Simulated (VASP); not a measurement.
Here is a VASP 6.6.1 calculation.

INCAR

```
PREC     = Accurate       # precision mode
ENCUT    = 520            # plane-wave cutoff, eV
EDIFF    = 1E-6           # SCF threshold, eV
ISMEAR   = -1             # smearing method
SIGMA    = 0.05           # smearing width, eV
LREAL    = False          # projectors in reciprocal space
LASPH    = True           # aspherical terms in the spheres
NELM     = 150            # most SCF steps
ALGO     = Fast           # electronic algorithm
ISIF     = 2              # what is computed and relaxed
LWAVE    = False          # write WAVECAR
LCHARG   = False          # write CHGCAR
ISPIN    = 2              # spin polarisation
MAGMOM   = 1 0            # initial moments
LORBIT   = 11             # projections on sites
LMAXMIX  = 4              # l up to which the mixer works
GGA      = PS             # functional
NBANDS   = 18             # bands
```

The input KPOINTS:

```
Automatic mesh
0
Gamma
  9 9 9
```

Contents of POSCAR:

```
AlNi
1.0
    2.8614742639      0.0000000000      0.0000000000
    0.0000000000      2.8614742639      0.0000000000
    0.0000000000      0.0000000000      2.8614742639
Ni Al
1 1
Direct
    0.5000000000      0.5000000000      0.5000000000
    0.0000000000      0.0000000000      0.0000000000
```

Potentials or basis: VASP PAW PBE potentials, release 64 (Ni, Al).

Command:

```sh
$ cat potpaw_PBE.64/Ni/POTCAR potpaw_PBE.64/Al/POTCAR > POTCAR
$ mpirun -np 1 vasp_std > vasp.out
```

Q: Estimate the pressure.

A: 0.2 GPa.

Q: Predict the net moment.

A: 0.00 μB per cell.

Caveat: the PAW data sets were made with another functional, which shifts forces and pressure a little.
